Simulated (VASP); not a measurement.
Wanted: the native input for a VASP 6.6.1 run.

```yaml
Task: single point
Functional: PBE
Potentials_or_basis: VASP PAW PBE potentials, release 64 (Gd, Cl)
Cutoff: 520 eV
k_mesh: 8 × 8 × 3
Occupations: fermi-dirac, width 0.05 eV
Spin: collinear spin, ferromagnetic start
Starting_moments: "[7.0, 7.0, 0.0, 0.0] μB"
Dipole_correction: no
Further_INCAR_settings: ALGO = Normal; EDIFF = 1e-07; NBANDS = 37
```

The structure of GdCl lies in POSCAR:

```
GdCl
1.0
    3.6683354953      0.0000000000      0.0000000000
   -1.8341677476      3.1768717285      0.0000000000
    0.0000000000      0.0000000000      9.5362070000
Gd Cl
2 2
Direct
    0.6666666667      0.3333333333      0.8317670000
    0.3333333333      0.6666666667      0.3317670000
    0.6666666667      0.3333333333      0.5432320000
    0.3333333333      0.6666666667      0.0432320000
```

One way to write it, as run:

INCAR

```
SYSTEM = GdCl
ALGO = Normal
EDIFF = 1E-7
ENCUT = 520
GGA = PE
ISIF = 2
ISMEAR = -1
ISPIN = 2
LASPH = .TRUE.
LCHARG = .TRUE.
LELF = .TRUE.
LMAXMIX = 6
LORBIT = 11
LREAL = .FALSE.
LVHAR = .TRUE.
LWAVE = .FALSE.
MAGMOM = 7 7 0 0
NBANDS = 37
NELM = 150
PREC = Accurate
SIGMA = 0.05
```

KPOINTS

```
k-points
0
G
  8 8 3
  0 0 0
```

Potentials or basis: VASP PAW PBE potentials, release 64 (Gd, Cl).

Command:

```console
$ cat potpaw_PBE.64/Gd/POTCAR potpaw_PBE.64/Cl/POTCAR > POTCAR
$ mpirun -np 1 vasp_std > vasp.out
```

It gave:

```yaml
Pressure: 0.0 GPa
Largest_force: 0.015 eV/Å
Net_moment: 14.05 μB per cell
Site_moments: Gd +6.71; Cl -0.02 μB
Valence_electrons_inside_the_program's_atomic_spheres: Gd 15.22; Cl 5.14
```

It took 8.9 min on 1 thread of Intel(R) Xeon(R) 6975P-C (Granite Rapids), on a shared host, peak memory 0.36 GiB.
